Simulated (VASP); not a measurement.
**Yb: single point with PBE**

Crystal: Yb.

```
CELL_PARAMETERS angstrom
0.00000 2.60642 2.41277
2.60642 0.00000 2.41277
2.60642 2.60642 0.00000
ATOMIC_POSITIONS crystal
Yb 0.00000 0.00000 0.00000
```

This cell differs from its parent crystal: volume 32.782 Å^3 an atom, c/a of the conventional cell 0.9257.

| Quantity | Value |
| --- | --- |
| Program | VASP 6.6.1 |
| Task | single point |
| Functional | PBE |
| Potentials or basis | VASP PAW PBE potentials, release 64 (Yb) |
| Cutoff | 520 eV |
| k mesh | 16 × 16 × 16 |
| Occupations | gaussian, width 0.15 eV |
| Spin | no spin polarisation |
| Dipole correction | no |
| Further INCAR settings | ALGO = Fast; EDIFF = 1e-06; NBANDS = 18 |

```yaml
Pressure: 2.4 GPa
Band_gap_on_the_k_mesh: zero (band 12 reaches 1.97 eV, above the bottom of band 13 at 1.66 eV)
```

Stress tensor (GPa, compression positive):
```
2.46 0.00 0.00
0.00 2.46 0.00
0.00 0.00 2.31
```

Levels at points of the mesh, in eV from the Fermi level:
```csv
k point,band 9,band 10,band 11,band 12,band 13,band 14,band 15,band 16
"(0.00, 0.00, 0.00)",-0.39,-0.30,-0.30,-0.30,2.79,2.79,3.38,4.76
"(0.50, 0.00, 0.00)",-0.40,-0.33,-0.31,-0.30,0.61,2.32,3.13,6.72
"(0.50, 0.50, 0.00)",-0.41,-0.33,-0.32,-0.32,-0.23,2.77,7.19,7.51
"(0.50, 0.00, 0.50)",-0.40,-0.35,-0.34,-0.34,0.07,1.77,6.91,7.25
```

Wall time 9.9 min on 1 thread of Intel(R) Xeon(R) Platinum 8488C (Sapphire Rapids), with other jobs on the host, peak memory 0.35 GiB.

Caveat: spin-orbit coupling is left out, which moves the levels of the heavy elements. Spin polarisation is off, so any magnetic state and its effect on volume and gap are missing.
